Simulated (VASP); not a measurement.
A run of VASP 6.6.1 is set up as follows.

File INCAR:

```
SYSTEM = NaTiO2
PREC = Accurate ; ENCUT = 520
EDIFF = 1E-6 ; ISMEAR = -1
SIGMA = 0.03 ; LREAL = .FALSE.
LASPH = .TRUE. ; NELM = 150
ALGO = Normal ; ISIF = 2
LWAVE = .FALSE. ; LCHARG = .FALSE.
ISPIN = 2 ; MAGMOM = 0 1 0 0
LORBIT = 11 ; LMAXMIX = 4
NBANDS = 28
```

KPOINTS

```
Automatic mesh
0
G
  10 10 10
  0 0 0
```

Contents of POSCAR:

```
NaTiO2
1.0
    1.5065914500      0.8698309792      5.3990454898
   -1.5065914500      0.8698309792      5.3990454898
    0.0000000000     -1.7396619584      5.3990454898
Na Ti O
1 1 2
Direct
    0.0000000000      0.0000000000      0.0000000000
    0.5000000000      0.5000000000      0.5000000000
    0.7638036100      0.7638036100      0.7638036100
    0.2361963900      0.2361963900      0.2361963900
```

Potentials or basis: VASP PAW LDA potentials, release 64 (Na_pv, Ti_sv, O).

Run with:

```console
$ cat potpaw_LDA.64/Na_pv/POTCAR potpaw_LDA.64/Ti_sv/POTCAR potpaw_LDA.64/O/POTCAR > POTCAR
$ mpirun -np 1 vasp_std > vasp.out
```

Question: What does it give for the pressure?

Answer: -9.1 GPa.

Question: What does it give for the largest force?

Answer: 0.143 eV/Å.

Question: What does it give for the net moment?

Answer: 0.01 μB per cell.

Stress tensor (GPa, compression positive):
```
-11.30   0.00   0.00
  0.00 -11.30   0.00
  0.00   0.00  -4.56
```
